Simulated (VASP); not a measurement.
# Si: single point with BLYP

Crystal: Si.

```xyz
4
Lattice="2.8737 0.0000 0.0000 -1.4369 2.4887 0.0000 0.0000 0.0000 9.5756" Properties=species:S:1:pos:R:3 pbc="T T T"
Si    0.0000    0.0000    0.0000
Si    0.0000    0.0000    4.7878
Si    0.0000    1.6591    2.3939
Si    1.4369    0.8296    7.1817
```

This isn't the form of Si at room conditions, which is diamond.

```
Program             : VASP 6.6.1
Task                : single point
Functional          : BLYP
Potentials or basis : VASP PAW PBE potentials, release 64 (Si)
Cutoff              : 520 eV
k mesh              : 14 × 14 × 4
Occupations         : fermi-dirac, width 0.1 eV
Spin                : no spin polarisation
```

* Pressure: -1.4 GPa
* Band gap on the k mesh: zero (bands 8 and 9 overlap by 9.63 eV)

Stress tensor (GPa, compression positive):
```
-2.03  0.00  0.00
 0.00 -2.03  0.00
 0.00  0.00 -0.19
```

Levels at points of the mesh, in eV from the Fermi level:
```tsv
k point	band 4	band 5	band 6	band 7	band 8	band 9	band 10	band 11	band 12	band 13
(0.00, 0.00, 0.00)	-7.47	-5.80	0.86	0.86	7.10	7.10	7.70	7.70	8.02	8.02
(0.50, 0.00, 0.00)	-5.57	-5.39	-5.12	-1.89	-1.75	-0.72	0.10	2.91	4.24	4.24
(0.00, 0.00, 0.50)	-9.44	-3.12	-3.12	5.29	5.29	7.31	7.31	7.31	7.31	8.50
(0.50, 0.00, 0.50)	-6.39	-3.92	-3.92	-3.52	-3.52	1.66	1.66	2.88	2.88	3.25
```

Wall time 60 s on 1 thread of Intel(R) Xeon(R) Platinum 8488C (Sapphire Rapids), on a shared host, peak memory 0.21 GiB.

Caveat: the PAW data sets were made with another functional, which shifts forces and pressure a little.
